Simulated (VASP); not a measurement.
# AlNi (Pm-3m) in VASP: a series of runs

AlNi is run at these levels: PBEsol; tasks: single point.

Everything below comes from runs of VASP 6.6.1. Logs are shortened: lines on timing, memory, paths and dates and some standing lists are left out, and cuts for length are marked.

**1. The cell of the first run**

The structure is cubic, space group Pm-3m (No. 221). Conventional cell: a = 2.905 Å, b = 2.905 Å, c = 2.905 Å, α = 90.00°, β = 90.00°, γ = 90.00°. Within 3.3 Å of Al (site symmetry m-3m) lie 8 Ni at 2.52 Å and 6 Al at 2.90 Å. Ni (site symmetry m-3m) has 8 Al at 2.52 Å and 6 Ni at 2.90 Å within 3.3 Å.

**2. Single point, PBEsol, collinear spin, ferromagnetic start**

File INCAR:

```
ALGO = Normal
EDIFF = 1E-7
ENCUT = 520
GGA = PS
ISIF = 2
ISMEAR = -1
ISPIN = 2
LASPH = T
LCHARG = T
LELF = T
LMAXMIX = 4
LORBIT = 11
LREAL = F
LVHAR = T
LWAVE = F
MAGMOM = 0 1.5
NBANDS = 18
NELM = 150
PREC = Accurate
SIGMA = 0.05
```

File KPOINTS:

```
k-points
0
Gamma
  10 10 10
```

File POSCAR:

```
AlNi
1.0
    2.9048109972      0.0000000000      0.0000000000
    0.0000000000      2.9048109972      0.0000000000
    0.0000000000      0.0000000000      2.9048109972
Al Ni
1 1
Direct
    0.0000000000      0.0000000000      0.0000000000
    0.5000000000      0.5000000000      0.5000000000
```

Potentials or basis: VASP PAW PBE potentials, release 64 (Al, Ni).

Run with:

```bash
$ cat potpaw_PBE.64/Al/POTCAR potpaw_PBE.64/Ni/POTCAR > POTCAR
$ mpirun -np 1 vasp_std > vasp.out
```

OUTCAR:

```text
EDIFF = 1E-7
   ENCUT = 520
   GGA = PS
   ISIF = 2
   ISMEAR = -1
   ISPIN = 2
   LASPH = T
   LORBIT = 11
   LREAL = F
   NELM = 150
   PREC = Accurate

 ion  position               nearest neighbor table
   1  0.000  0.000  0.000-   2 2.52   2 2.52   2 2.52   2 2.52   2 2.52   2 2.52   2 2.52   2 2.52

   2  0.500  0.500  0.500-   1 2.52   1 2.52   1 2.52   1 2.52   1 2.52   1 2.52   1 2.52   1 2.52

  LATTYP: Found a simple cubic cell.
 ALAT       =     2.9048109972

  Lattice vectors:

 A1 = (   2.9048109972,   0.0000000000,   0.0000000000)
 A2 = (   0.0000000000,   2.9048109972,   0.0000000000)
 A3 = (   0.0000000000,   0.0000000000,   2.9048109972)

Analysis of symmetry for initial positions (statically):
=====================================================================
 Subroutine PRICEL returns:
 Original cell was already a primitive cell.

 Routine SETGRP: Setting up the symmetry group for a
 simple cubic supercell.

 Subroutine GETGRP returns: Found 48 space group operations
 (whereof 48 operations were pure point group operations)
 out of a pool of 48 trial point group operations.

The static configuration has the point symmetry O_h .

Analysis of symmetry for dynamics (positions and initial velocities):
=====================================================================
 Subroutine PRICEL returns:
 Original cell was already a primitive cell.

 Routine SETGRP: Setting up the symmetry group for a
 simple cubic supercell.

 Subroutine GETGRP returns: Found 48 space group operations
 (whereof 48 operations were pure point group operations)
 out of a pool of 48 trial point group operations.

The dynamic configuration has the point symmetry O_h .

Analysis of structural, dynamic, and magnetic symmetry:
=====================================================================
 Subroutine PRICEL returns:
 Original cell was already a primitive cell.

 Routine SETGRP: Setting up the symmetry group for a
 simple cubic supercell.

 Subroutine GETGRP returns: Found 48 space group operations
 (whereof 48 operations were pure point group operations)
 out of a pool of 48 trial point group operations.

The overall configuration has the point symmetry O_h .

 Subroutine INISYM returns: Found 48 space group operations
 (whereof 48 operations are pure point group operations),
 and found     1 'primitive' translations

----------------------------------------------------------------------------------------

                                     Primitive cell

  volume of cell :      24.5106
[... 107 lines left out ...]
   IMIX   =      4    mixing-type and parameters
     AMIX     =   0.40;   BMIX     =  1.00
     AMIX_MAG =   1.60;   BMIX_MAG =  1.00
  volume/ion in A,a.u.               =      12.26        82.70
  Fermi-wavevector in a.u.,A,eV,Ry     =   1.325169  2.504207 23.892837  1.756074
  Thomas-Fermi vector in A             =   2.454650
   LORBIT       =     11    0 simple, 1 ext, 2 COOP (PROOUT), +10 PAW based schemes
   GGA     = PS    functional components
   LHFCALC =     F    Hartree Fock is set to
   AEXX    =    0.0000 exact exchange contribution
   IVDW    =     0    specifies the selected vdW correction
   LEPSILON=     F    determine dielectric tensor
   LRPA    =     F    only Hartree local field effects (RPA)
 spin polarized calculation
  energy-cutoff  :      520.00
  volume of cell :       24.51
 maximum number of plane-waves:       691
 NGX is ok and might be reduce to    24
   NGX = 11   NGY = 11   NGZ = 11

 number of electron      13.0000009 magnetization       0.0006836

 number of electron      13.0000009 magnetization      -0.0000268

 Free energy of the ion-electron system (eV)
  ---------------------------------------------------
  ext. energy  EPLUGINS =         0.00000000
  ---------------------------------------------------
  free energy    TOTEN  =       -11.57040077 eV

  energy without entropy =      -11.56484848  energy(sigma->0) =      -11.56762462

 E-fermi :   9.5913     XC(G=0): -12.0468

 val. band max:        9.5797815176   @ k =   0.4000   0.4000   0.2000
 cond. band min:       9.6641008080   @ k =   0.4000   0.3000   0.2000
 fundamental gap:      0.0843192904
 Fermi energy:         9.5912546285

 spin component 1

 k-point     1 :       0.0000    0.0000    0.0000
  band No.  band energies     occupation
      1      -1.3762      1.00000
      2       6.4582      1.00000
      3       6.4582      1.00000
      4       8.0870      1.00000
      5       8.0870      1.00000
      6       8.0870      1.00000
[... 493 lines left out ...]
     17      30.2382      0.00000
     18      34.4420      0.00000

 [... further k-points ...]

 spin component 2

 k-point     1 :       0.0000    0.0000    0.0000
  band No.  band energies     occupation
      1      -1.3761      1.00000
      2       6.4582      1.00000
      3       6.4582      1.00000
      4       8.0871      1.00000
      5       8.0871      1.00000
      6       8.0871      1.00000
[... 493 lines left out ...]
     17      30.2382      0.00000
     18      34.4421      0.00000

 [... further k-points ...]
[... 5 lines left out ...]
  --------------------------------------------------------------------------------------
  -------------------------------------------------------------------------------------
  Total       -1.0595945     -1.0595945     -1.0595945      0.0000000      0.0000000     -0.0000000
  in kB      -69.2622590    -69.2622590    -69.2622590      0.0000000      0.0000000     -0.0000000
  external PRESSURE =     -69.2622590 kB  Pullay stress =       0.0000000 kB

 VOLUME and BASIS-vectors are now :
 -----------------------------------------------------------------------------
  energy-cutoff  :      520.00
  volume of cell :       24.51
      direct lattice vectors                 reciprocal lattice vectors
     2.904810997  0.000000000  0.000000000     0.344256477  0.000000000  0.000000000
     0.000000000  2.904810997  0.000000000     0.000000000  0.344256477  0.000000000
     0.000000000  0.000000000  2.904810997     0.000000000  0.000000000  0.344256477

 POSITION                                       TOTAL-FORCE (eV/Angst)
 -----------------------------------------------------------------------------------
      0.00000      0.00000      0.00000         0.000000      0.000000      0.000000
      1.45241      1.45241      1.45241         0.000000      0.000000      0.000000
 -----------------------------------------------------------------------------------
    total drift:                                0.000000      0.000000     -0.000000

  FREE ENERGIE OF THE ION-ELECTRON SYSTEM (eV)
  ---------------------------------------------------
  free  energy   TOTEN  =       -11.5704007680 eV

  energy  without entropy=      -11.5648484814  energy(sigma->0) =      -11.56762462

 total charge

# of ion       s       p       d       tot
------------------------------------------
    1        0.380   0.401   0.000   0.782
    2        0.470   0.499   8.467   9.436
--------------------------------------------------
tot          0.850   0.900   8.467  10.217

 magnetization (x)

# of ion       s       p       d       tot
------------------------------------------
    1       -0.000  -0.000   0.000  -0.000
    2        0.000   0.000   0.000   0.000
--------------------------------------------------
tot          0.000   0.000   0.000   0.000
```

It took 16 s on 1 thread of Intel Xeon 6975P-C (Granite Rapids), shared host; peak memory 0.17 GiB.

What came out:

| Item | Value |
| --- | --- |
| Free energy | -11.5704 eV |
| Pressure | -6.9 GPa |
| Net moment | 0.00 μB per cell |
| Valence electrons inside the program's atomic spheres | Al 0.78; Ni 9.44 |

Caveat: the starting moments collapsed, and a magnetic state may lie lower; the PAW data sets were made with another functional, which shifts forces and pressure a little.

**3. Single point, PBEsol, collinear spin, ferromagnetic start**

This run uses another cell than the first one, of 12.55 Å³/atom, 1.024 times its volume.

File INCAR:

```
ALGO = Normal
EDIFF = 1E-7
ENCUT = 520
GGA = PS
ISIF = 2
ISMEAR = -1
ISPIN = 2
LASPH = True
LCHARG = False
LMAXMIX = 4
LORBIT = 11
LREAL = False
LWAVE = False
MAGMOM = 0 1.5
NBANDS = 18
NELM = 150
PREC = Accurate
SIGMA = 0.05
```

KPOINTS is that of step 2.

File POSCAR:

```
AlNi
1.0
    2.9282379040      0.0000000000      0.0000000000
    0.0000000000      2.9282379040      0.0000000000
    0.0000000000      0.0000000000      2.9282379040
Al Ni
1 1
Direct
    0.0000000000      0.0000000000      0.0000000000
    0.5000000000      0.5000000000      0.5000000000
```

Potentials or basis: VASP PAW PBE potentials, release 64 (Al, Ni).

Run with:

```bash
$ cat potpaw_PBE.64/Al/POTCAR potpaw_PBE.64/Ni/POTCAR > POTCAR
$ mpirun -np 1 vasp_std > vasp.out
```

OUTCAR:

```text
EDIFF = 1E-7
   ENCUT = 520
   GGA = PS
   ISIF = 2
   ISMEAR = -1
   ISPIN = 2
   LASPH = True
   LORBIT = 11
   LREAL = False
   NELM = 150
   PREC = Accurate

 ion  position               nearest neighbor table
   1  0.000  0.000  0.000-   2 2.54   2 2.54   2 2.54   2 2.54   2 2.54   2 2.54   2 2.54   2 2.54

   2  0.500  0.500  0.500-   1 2.54   1 2.54   1 2.54   1 2.54   1 2.54   1 2.54   1 2.54   1 2.54

  LATTYP: Found a simple cubic cell.
 ALAT       =     2.9282379040

  Lattice vectors:

 A1 = (   2.9282379040,   0.0000000000,   0.0000000000)
 A2 = (   0.0000000000,   2.9282379040,   0.0000000000)
 A3 = (   0.0000000000,   0.0000000000,   2.9282379040)
[... 1224 lines left out ...]
 VOLUME and BASIS-vectors are now :
 -----------------------------------------------------------------------------
  energy-cutoff  :      520.00
  volume of cell :       25.11
      direct lattice vectors                 reciprocal lattice vectors
     2.928237904  0.000000000  0.000000000     0.341502307  0.000000000  0.000000000
     0.000000000  2.928237904  0.000000000     0.000000000  0.341502307  0.000000000
     0.000000000  0.000000000  2.928237904     0.000000000  0.000000000  0.341502307

 POSITION                                       TOTAL-FORCE (eV/Angst)
 -----------------------------------------------------------------------------------
      0.00000      0.00000      0.00000         0.000000      0.000000      0.000000
      1.46412      1.46412      1.46412         0.000000      0.000000      0.000000
 -----------------------------------------------------------------------------------
    total drift:                                0.000000      0.000000     -0.000000

  FREE ENERGIE OF THE ION-ELECTRON SYSTEM (eV)
  ---------------------------------------------------
  free  energy   TOTEN  =       -11.5384179924 eV

  energy  without entropy=      -11.5325550537  energy(sigma->0) =      -11.53548652

 total charge

# of ion       s       p       d       tot
------------------------------------------
    1        0.379   0.391   0.000   0.770
    2        0.460   0.479   8.457   9.396
--------------------------------------------------
tot          0.839   0.870   8.457  10.166

 magnetization (x)

# of ion       s       p       d       tot
------------------------------------------
    1       -0.000  -0.000   0.000  -0.000
    2        0.000   0.000   0.000   0.000
--------------------------------------------------
tot          0.000   0.000   0.000   0.000
```

OSZICAR:

```text
N       E                     dE             d eps       ncg     rms          rms(c)
DAV:   1     0.440620383945E+02    0.44062E+02   -0.49968E+03  4120   0.744E+02
DAV:   2    -0.103603193110E+02   -0.54422E+02   -0.47612E+02  4402   0.159E+02
DAV:   3    -0.129530546066E+02   -0.25927E+01   -0.25377E+01  4882   0.360E+01
DAV:   4    -0.129864437544E+02   -0.33389E-01   -0.33359E-01  4698   0.362E+00
DAV:   5    -0.129871802299E+02   -0.73648E-03   -0.73641E-03  4754   0.588E-01    0.135E+01
DAV:   6    -0.159714555012E+02   -0.29843E+01   -0.50663E+01  4560   0.826E+01    0.190E+01
DAV:   7    -0.115822611170E+02    0.43892E+01   -0.14349E+01  4612   0.476E+01    0.233E+00
DAV:   8    -0.115512473041E+02    0.31014E-01   -0.51556E-01  5272   0.681E+00    0.113E+00
DAV:   9    -0.115378169564E+02    0.13430E-01   -0.47722E-02  4836   0.187E+00    0.708E-01
DAV:  10    -0.115385348128E+02   -0.71786E-03   -0.18608E-03  5664   0.411E-01    0.234E-01
DAV:  11    -0.115382982435E+02    0.23657E-03   -0.22224E-03  5156   0.379E-01    0.128E-01
DAV:  12    -0.115384224377E+02   -0.12419E-03   -0.34045E-04  5120   0.164E-01    0.393E-02
DAV:  13    -0.115384181703E+02    0.42674E-05   -0.98785E-06  5384   0.325E-02    0.184E-02
DAV:  14    -0.115384179285E+02    0.24186E-06   -0.24238E-06  5376   0.180E-02    0.742E-03
DAV:  15    -0.115384179924E+02   -0.63959E-07   -0.33552E-07  2938   0.559E-03
   1 F= -.11538418E+02 E0= -.11535487E+02  d E =-.586294E-02  mag=     0.0000
```

stdout:

```text
POSCAR found type information on POSCAR AlNi
 POSCAR found :  2 types and       2 ions
 scaLAPACK will be used
 -----------------------------------------------------------------------------
|                                                                             |
|                                                                             |
|     You enforced a specific xc type in the INCAR file but a different       |
|     I HOPE YOU KNOW WHAT YOU ARE DOING!                                     |
|                                                                             |
 -----------------------------------------------------------------------------

 LDA part: xc-table for (Slater+PW92), standard interpolation
 POSCAR, INCAR and KPOINTS ok, starting setup
 FFT: planning ... GRIDC
 FFT: planning ... GRID_SOFT
 FFT: planning ... GRID
 WAVECAR not read
 entering main loop
```

Run time: 16 s. Hardware: 1 thread of Intel Xeon 6975P-C (Granite Rapids), shared host; peak memory 0.17 GiB.

Results:

```yaml
Free_energy: -11.5384 eV
Pressure: -10.2 GPa
Net_moment: 0.00 μB per cell
Valence_electrons_inside_the_program's_atomic_spheres: Al 0.77; Ni 9.40
```

Caveat: the starting moments collapsed, and a magnetic state may lie lower; the PAW data sets were made with another functional, which shifts forces and pressure a little.

**4. Single point, PBEsol, collinear spin, ferromagnetic start**

This run uses another cell than the first one, of 12.85 Å³/atom, 1.049 times its volume.

File INCAR:

```
PREC = Accurate
ENCUT = 520
EDIFF = 1E-6
ISMEAR = -1
SIGMA = 0.05
LREAL = False
LASPH = True
NELM = 150
ALGO = Normal
ISIF = 2
LWAVE = False
LCHARG = False
ISPIN = 2
MAGMOM = 0 1.5
LORBIT = 11
LMAXMIX = 4
GGA = PS
NBANDS = 18
```

File KPOINTS:

```
Automatic mesh
0
Gamma
  10 10 10
```

File POSCAR:

```
AlNi
1.0
    2.9512958447      0.0000000000      0.0000000000
    0.0000000000      2.9512958447      0.0000000000
    0.0000000000      0.0000000000      2.9512958447
Al Ni
1 1
Direct
    0.0000000000      0.0000000000      0.0000000000
    0.5000000000      0.5000000000      0.5000000000
```

Run with:

```bash
$ cat potpaw_PBE.64/Al/POTCAR potpaw_PBE.64/Ni/POTCAR > POTCAR
$ mpirun -np 1 vasp_std > vasp.out
```

It took 15 s on 1 thread of Intel Xeon 6975P-C (Granite Rapids), shared host; peak memory 0.17 GiB.

Results (log left out):

| Item | Value |
| --- | --- |
| Free energy | -11.4952 eV |
| Pressure | -13.0 GPa |
| Net moment | 0.00 μB per cell |
| Valence electrons inside the program's atomic spheres | Al 0.76; Ni 9.36 |

Levels at points of the mesh, in eV from the Fermi level:
Spin up:
```csv
k point,band 2,band 3,band 4,band 5,band 6,band 7,band 8,band 9,band 10,band 11
"(0.00, 0.00, 0.00)",-2.92,-2.92,-1.42,-1.42,-1.42,5.18,5.18,5.18,7.90,7.90
"(0.50, 0.00, 0.00)",-6.41,-2.50,-2.06,-2.06,-1.34,-0.62,8.19,9.62,9.62,10.19
"(0.50, 0.50, 0.00)",-3.09,-2.70,-2.70,-1.89,-1.89,-0.94,1.32,2.15,11.49,14.55
"(0.50, 0.50, 0.50)",-3.76,-3.76,-0.92,-0.92,2.02,2.02,2.02,3.09,4.15,4.15
```
Spin down:
```
           k point  band 3  band 4  band 5  band 6  band 7  band 8  band 9  band 10
(0.00, 0.00, 0.00)   -2.92   -1.42   -1.42   -1.42    5.18    5.18    5.18     7.90
(0.50, 0.00, 0.00)   -2.50   -2.06   -2.06   -1.34   -0.62    8.19    9.62     9.62
(0.50, 0.50, 0.00)   -2.70   -2.70   -1.89   -1.89   -0.94    1.32    2.15    11.49
(0.50, 0.50, 0.50)   -3.76   -0.92   -0.92    2.02    2.02    2.02    3.09     4.15
```

Caveat: the starting moments collapsed, and a magnetic state may lie lower; the PAW data sets were made with another functional, which shifts forces and pressure a little.

**5. Single point, PBEsol, collinear spin, ferromagnetic start**

This run uses another cell than the first one, of 13.15 Å³/atom, 1.073 times its volume.

File INCAR:

```
SYSTEM = AlNi
PREC = Accurate
ENCUT = 520
EDIFF = 1E-7
ISMEAR = -1
SIGMA = 0.05
LREAL = .FALSE.
LASPH = .TRUE.
NELM = 150
ALGO = Normal
ISIF = 2
LWAVE = .FALSE.
LCHARG = .TRUE.
ISPIN = 2
MAGMOM = 0 1.5
LORBIT = 11
LMAXMIX = 4
GGA = PS
LELF = .TRUE.
LVHAR = .TRUE.
NBANDS = 18
```

File KPOINTS:

```
Automatic mesh
0
G
  10 10 10
  0 0 0
```

File POSCAR:

```
AlNi
1.0
    2.9739990126      0.0000000000      0.0000000000
    0.0000000000      2.9739990126      0.0000000000
    0.0000000000      0.0000000000      2.9739990126
Al Ni
1 1
Direct
    0.0000000000      0.0000000000      0.0000000000
    0.5000000000      0.5000000000      0.5000000000
```

Run with:

```bash
$ cat potpaw_PBE.64/Al/POTCAR potpaw_PBE.64/Ni/POTCAR > POTCAR
$ mpirun -np 1 vasp_std > vasp.out
```

It took 17 s on 1 thread of Intel Xeon 6975P-C (Granite Rapids), shared host; peak memory 0.17 GiB.

The run converged. Its results:

```yaml
Free_energy: -11.4421 eV
Pressure: -15.4 GPa
Net_moment: 0.00 μB per cell
Valence_electrons_inside_the_program's_atomic_spheres: Al 0.75; Ni 9.32
```

Levels at points of the mesh, in eV from the Fermi level:
Spin up:
```tsv
k point	band 4	band 5	band 6	band 7	band 8	band 9
(0.00, 0.00, 0.00)	-1.38	-1.38	-1.38	5.09	5.09	5.09
(0.50, 0.00, 0.00)	-2.00	-2.00	-1.30	-0.61	8.15	9.51
(0.50, 0.50, 0.00)	-2.64	-1.83	-1.83	-0.92	1.28	2.04
(0.50, 0.50, 0.50)	-0.89	-0.89	2.04	2.04	2.04	2.90
```
Spin down:
| k point | band 2 | band 3 | band 4 | band 5 | band 6 | band 7 | band 8 | band 9 | band 10 | band 11 |
| --- | --- | --- | --- | --- | --- | --- | --- | --- | --- | --- |
| (0.00, 0.00, 0.00) | -2.83 | -2.83 | -1.38 | -1.38 | -1.38 | 5.09 | 5.09 | 5.09 | 7.82 | 7.82 |
| (0.50, 0.00, 0.00) | -6.29 | -2.42 | -2.00 | -2.00 | -1.30 | -0.61 | 8.15 | 9.51 | 9.51 | 9.97 |
| (0.50, 0.50, 0.00) | -3.00 | -2.64 | -2.64 | -1.83 | -1.83 | -0.92 | 1.28 | 2.04 | 11.25 | 14.37 |
| (0.50, 0.50, 0.50) | -3.66 | -3.66 | -0.89 | -0.89 | 2.04 | 2.04 | 2.04 | 2.90 | 4.06 | 4.06 |

Caveat: the starting moments collapsed, and a magnetic state may lie lower; the PAW data sets were made with another functional, which shifts forces and pressure a little.
